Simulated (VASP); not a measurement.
Runs of VASP 6.6.1 on PbSe. The structure is that of space group Fm-3m (No. 225), or close to it. The cells are those of the table. 

```csv
task,cell,gap on the mesh (eV),pressure (GPa)
single point,"a = 4.288 Å, angles 61.3°, 2 atoms",0.51,2.3
electric field gradients,"a = 4.331 Å, angles 60.0°, 2 atoms",-,2.3
electric field gradients,"a = 4.301 Å, angles 60.0°, 2 atoms",-,3.5
electric field gradients,"a = 4.359 Å, angles 60.0°, 2 atoms",-,1.2
single point,"a = 4.352 Å, angles 59.3°, 2 atoms",0.61,2.3
electric field gradients,"a = 4.267 Å, angles 62.0°, 2 atoms",0.42,2.3
single point,"a = 4.388 Å, angles 60.0°, 2 atoms",-,(b)
electric field gradients,"a = 4.345 Å, angles 60.0°, 2 atoms",-,1.8
electric field gradients,"a = 4.415 Å, angles 60.0°, 2 atoms",-,-0.6
single point,"a = 4.374 Å, angles 58.7°, 2 atoms",(a),2.3
electric field gradients,"a = 4.352, b = 4.352, c = 4.331 Å, angles 60.2, 60.2, 59.7°, 2 atoms",(c),1.8
```

Alike in all rows: level PBE; potentials or basis VASP PAW PBE potentials, release 64 (Pb_d, Se); no spin polarisation; k mesh 9 × 9 × 9; cutoff (eV) 520; smearing fermi-dirac 0.01 eV.

**Question.** Fill in the values left out.

**Answer.** (a) 0.52; (b) 0.3; (c) 0.71.

Caveats: spin-orbit coupling is left out, which moves the levels of the heavy elements.

A k mesh can miss the band edges, and the runs leave out spin-orbit coupling on Pb, Se.
